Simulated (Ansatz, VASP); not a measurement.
SnO2 in VASP and in Ansatz

INCAR

```
SYSTEM = SnO2
ALGO = Normal
EDIFF = 1E-8
ENCUT = 520
GGA = PE
ISIF = 2
ISMEAR = -1
LASPH = .TRUE.
LCHARG = .FALSE.
LEFG = .TRUE.
LREAL = .FALSE.
LWAVE = .FALSE.
NBANDS = 35
NELM = 100
PREC = Accurate
SIGMA = 0.03
```

File KPOINTS:

```
k-points
0
G
  4 4 6
  0 0 0
```

POSCAR

```
SnO2
1.0
    4.7996907017      0.0000000000      0.0000000000
    0.0000000000      4.7996907017      0.0000000000
    0.0000000000      0.0000000000      3.2283311243
Sn O
2 4
Direct
    0.0000000000      0.0000000000      0.0000000000
    0.5000000000      0.5000000000      0.5000000000
    0.3056200000      0.3056200000      0.0000000000
    0.1943800000      0.8056200000      0.5000000000
    0.6943800000      0.6943800000      0.0000000000
    0.8056200000      0.1943800000      0.5000000000
```

Input for Ansatz:

```yaml
crystal:
  lattice:
    - [4.7996907017, 0.0, 0.0]
    - [0.0, 4.7996907017, 0.0]
    - [0.0, 0.0, 3.2283311243]
  atoms:
    - { symbol: Sn, position: [0.0, 0.0, 0.0] }
    - { symbol: Sn, position: [0.5, 0.5, 0.5] }
    - { symbol: O, position: [0.30562, 0.30562, 0.0] }
    - { symbol: O, position: [0.19438, 0.80562, 0.5] }
    - { symbol: O, position: [0.69438, 0.69438, 0.0] }
    - { symbol: O, position: [0.80562, 0.19438, 0.5] }
kpoints:
  mp_grid: { grid: [4, 4, 6] }
scf:
  occupations: { method: fermi_dirac, width: 0.03 }
hamiltonian:
  xc: pbe
  pseudopotentials: { kind: all_electron, datasets: crystal }
output:
  forces: true
  stress: true
  eigenvalues: true
  efg: { contact_densities: true }
```

Change from the starting cell: volume scaled by 1.04, crystal datasets.

Alike in both runs: task electric field gradients; functional PBE; k mesh 4 × 4 × 6; occupations fermi-dirac, width 0.03 eV; no spin polarisation.

|  | VASP | Ansatz |
| --- | --- | --- |
| version | VASP 6.6.1 | Ansatz 0.2.0 |
| potentials or method | VASP PAW PBE potentials, release 64 (Sn_d, O), cutoff 520 eV | all-electron PAW with datasets made for the crystal, scalar-relativistic |

|  | VASP | Ansatz | Ansatz less VASP |
| --- | --- | --- | --- |
| pressure (GPa) | 3.1 | 2.4 | -0.65 |
| traceless stress, the component that is largest in VASP (GPa) | 0.20 | 0.01 | -0.192 |
| rms of the force components (eV/Å) | 0.037 | 0.045 | +0.0078 |
| size of Vzz on the site where it differs most (V/Å²) | 51.9 | 55.5 | +3.57 |

Atom by atom the forces differ by 0.008 eV/Å (rms over components). Ansatz ran all-electron here, and VASP with PAW potentials.
